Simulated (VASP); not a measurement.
The system is Sc.

```
CELL_PARAMETERS angstrom
3.30900 0.00000 0.00000
-1.65450 2.86568 0.00000
0.00000 0.00000 5.27330
ATOMIC_POSITIONS crystal
Sc 0.33333 0.66667 0.25000
Sc 0.66667 0.33333 0.75000
```

* Program: VASP 6.6.1
* Task: relaxation of cell and atoms
* Functional: PBEsol
* Potentials or basis: VASP PAW PBE potentials, release 64 (Sc_sv)
* Cutoff: 600 eV
* k mesh: 16 × 16 × 9
* Occupations: methfessel-paxton, width 0.1 eV
* Spin: no spin polarisation

At the start: pressure -2.9 GPa; volume 25.00 Å³/atom.

**Question.** How do energy, volume and symmetry change on relaxing?

**Answer.** Over 5 steps the energy falls by 15.3 meV/atom and the volume is 23.64 Å³/atom (-5.4 %); space group P6_3/mmc (No. 194, to 0.1 Å) before and after.

Step by step:
```csv
step,energy change (eV),largest force (eV/Å),pressure (GPa),volume (Å³)
1,0.0000,0.0000,-2.86,50.00
2,-0.0283,0.0000,0.60,46.84
3,-0.0288,0.0000,0.19,47.17
4,-0.0304,0.0000,0.09,47.24
5,-0.0307,0.0000,0.03,47.28
```

Final structure:
```xyz
2
Lattice="3.2780 0.0000 0.0000 -1.6390 2.8389 0.0000 0.0000 0.0000 5.0808" Properties=species:S:1:pos:R:3 pbc="T T T"
Sc    0.0000    1.8926    1.2702
Sc    1.6390    0.9463    3.8106
```

Caveat: the PAW data sets were made with another functional, which shifts forces and pressure a little.
